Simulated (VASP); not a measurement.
A run of VASP 6.6.1:

INCAR

```
PREC = Accurate
ENCUT = 520
EDIFF = 1E-6
ISMEAR = 0
SIGMA = 0.1
LREAL = False
LASPH = True
NELM = 80
ALGO = Normal
ISIF = 2
LWAVE = False
LCHARG = False
GGA = PE
NBANDS = 58
```

The input KPOINTS:

```
Automatic mesh
0
Gamma
  3 3 3
```

The input POSCAR:

```
Nb2Cl3
1.0
    3.2814650474      1.8945547284      5.9727591658
   -3.2814650474      1.8945547284      5.9727591658
    0.0000000000     -3.7891094569      5.9727591658
Nb Cl
4 6
Direct
    0.8521800000      0.8521800000      0.8521800000
    0.6478200000      0.6478200000      0.6478200000
    0.1478200000      0.1478200000      0.1478200000
    0.3521800000      0.3521800000      0.3521800000
    0.0562500000      0.4437500000      0.7500000000
    0.7500000000      0.0562500000      0.4437500000
    0.4437500000      0.7500000000      0.0562500000
    0.9437500000      0.5562500000      0.2500000000
    0.2500000000      0.9437500000      0.5562500000
    0.5562500000      0.2500000000      0.9437500000
```

Potentials or basis: VASP PAW PBE potentials, release 64 (Nb_sv, Cl).

Command:

```sh
$ cat potpaw_PBE.64/Nb_sv/POTCAR potpaw_PBE.64/Cl/POTCAR > POTCAR
$ mpirun -np 1 vasp_std > vasp.out
```

Hardware: 1 thread of Intel(R) Xeon(R) 6975P-C (Granite Rapids) (shared host).

Question: How long does it take, and how much memory?

Answer: It took 71 s on 1 thread of Intel(R) Xeon(R) 6975P-C (Granite Rapids) (shared host), peak memory 0.4 GiB. Counts: scf iterations 14, k points 6.
